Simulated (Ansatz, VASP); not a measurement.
## MoSe in VASP and in Ansatz

File POSCAR:

```
MoSe
1.0
    0.0000000000      2.6517108448      2.6517108448
    5.3034216896      2.6517108448      2.6517108448
    5.3034216896      5.3034216896      0.0000000000
Mo Se
2 2
Direct
    0.0000000000      0.0000000000      0.0000000000
    0.0000000000      0.0000000000      0.5000000000
    0.5000000000      0.5000000000      0.0000000000
    0.5000000000      0.5000000000      0.5000000000
```

The input INCAR.step1:

```
  PREC = Accurate
  ENCUT = 520
  ISMEAR = 0
  SIGMA = 0.1
  LREAL = F
  LASPH = T
  NELM = 150
  ISPIN = 2
  MAGMOM = 2 -2 0 0
  LMAXMIX = 4
  LDAU = T
  LDAUTYPE = 2
  LDAUL = 2 -1
  LDAUU = 4.38 0
  LDAUJ = 0 0
  NBANDS = 32
  GGA = PE
  ALGO = Normal
  EDIFF = 1E-4
  LWAVE = T
  LCHARG = F
```

The input INCAR.step2:

```
  PREC = Accurate
  ENCUT = 520
  EDIFF = 1E-6
  ISMEAR = 0
  SIGMA = 0.1
  LREAL = F
  LASPH = T
  NELM = 150
  ALGO = Normal
  ISIF = 2
  LWAVE = F
  LCHARG = F
  ISPIN = 2
  MAGMOM = 2 -2 0 0
  LORBIT = 11
  LMAXMIX = 4
  LDAU = T
  LDAUTYPE = 2
  LDAUL = 2 -1
  LDAUU = 4.38 0
  LDAUJ = 0 0
  LDAUPRINT = 1
  METAGGA = R2SCAN
  LMIXTAU = T
  NBANDS = 32
  ISTART = 1
```

KPOINTS

```
Automatic mesh
0
Gamma
  12 12 6
```

Input for Ansatz:

```yaml
crystal:
  lattice:
    - [0.0, 2.6517108448, 2.6517108448]
    - [5.3034216896, 2.6517108448, 2.6517108448]
    - [5.3034216896, 5.3034216896, 0.0]
  atoms:
    - { symbol: Mo, position: [0.0, 0.0, 0.0], spin: 2.0 }
    - { symbol: Se, position: [0.5, 0.5, 0.0] }
    - { symbol: Mo, position: [0.0, 0.0, 0.5], spin: -2.0 }
    - { symbol: Se, position: [0.5, 0.5, 0.5] }
basis:
  ecutwfc: 500
kpoints:
  mp_grid: { grid: [12, 12, 6] }
hamiltonian:
  xc: r2scan
  hubbard: { sites: [{ species: Mo, l: d, u_eff: 4.38 }] }
scf:
  occupations: { method: gaussian, width: 0.1 }
output:
  forces: true
  stress: true
  eigenvalues: true
  populations: true
magnetization:
  spin_polarized: true
```

Alike in both runs: task single point; functional r2SCAN; k mesh 12 × 12 × 6; occupations gaussian, width 0.1 eV; collinear spin; Hubbard terms Mo d U = 4.38 eV.

```csv
,VASP,Ansatz
version,VASP 6.6.1,Ansatz 0.2.0
potentials or method,"VASP PAW PBE potentials, release 64 (Mo_sv, Se), cutoff 520 eV","scalar-relativistic, plane waves, PAW"
valence electrons in the cell,40,60
```

```csv
,VASP,Ansatz,Ansatz less VASP
gap on the k mesh at the Fermi level (eV),none,none,-
pressure (GPa),21.1,23.2,+2.10
net moment per atom (μB),0.00,0.00,0.000
size of the moment on the site where the two differ most (μB),3.44,3.01,-0.429
```

VASP's potentials were made for PBE, not for r2SCAN. Site moments also hang on the region over which each program counts them. The programs project onto different local orbitals, so the same U acts differently, and such runs can settle in different states. A gap of «none» marks a metal or a gap that the smearing closes. VASP's potentials hold 40 valence electrons a cell and Ansatz's 60, so a difference there can come from the potentials and not from the codes. Ansatz's warnings: filled band counts differ across k points, stability check not made.
